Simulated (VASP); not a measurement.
A run of VASP 6.6.1 is set up as follows.

File INCAR:

```
SYSTEM = K2YIF6
ALGO = Normal
EDIFF = 1E-6
ENCUT = 520
GGA = PE
ISIF = 2
ISMEAR = -1
LASPH = .TRUE.
LCHARG = .TRUE.
LELF = .TRUE.
LREAL = .FALSE.
LVHAR = .TRUE.
LWAVE = .FALSE.
NBANDS = 50
NELM = 100
PREC = Accurate
SIGMA = 0.0516
```

File KPOINTS:

```
k-points
0
G
  4 4 4
  0 0 0
```

The input POSCAR:

```
K2YIF6
1.0
    0.0000000000      4.5820720000      4.5820720000
    4.5820720000      0.0000000000      4.5820720000
    4.5820720000      4.5820720000      0.0000000000
F I Y K
6 1 1 2
Direct
    0.7560000000      0.2440000000      0.2440000000
    0.2440000000      0.7560000000      0.2440000000
    0.2440000000      0.7560000000      0.7560000000
    0.7560000000      0.2440000000      0.7560000000
    0.2440000000      0.2440000000      0.7560000000
    0.7560000000      0.7560000000      0.2440000000
    0.5000000000      0.5000000000      0.5000000000
    0.0000000000      0.0000000000      0.0000000000
    0.2500000000      0.2500000000      0.2500000000
    0.7500000000      0.7500000000      0.7500000000
```

Potentials or basis: VASP PAW PBE potentials, release 64 (F, I, Y_sv, K_sv).

The run is started by

```sh
$ cat potpaw_PBE.64/F/POTCAR potpaw_PBE.64/I/POTCAR potpaw_PBE.64/Y_sv/POTCAR potpaw_PBE.64/K_sv/POTCAR > POTCAR
$ mpirun -np 1 vasp_std > vasp.out
```

Q: Estimate the pressure.

A: 7.2 GPa.

Q: Estimate the largest force.

A: 2.941 eV/Å.

Forces in eV/Å, atoms in the order of the input:
```
F   -2.941  0.000  0.000
F    0.000 -2.941  0.000
F    2.941  0.000  0.000
F    0.000  2.941  0.000
F    0.000  0.000 -2.941
F    0.000  0.000  2.941
I    0.000  0.000  0.000
Y    0.000  0.000  0.000
K    0.000  0.000  0.000
K    0.000  0.000  0.000
```

Caveat: the cell stands under pressure; forces of over 1 eV/Å act on the atoms, so gaps and moduli don't describe the material at rest.
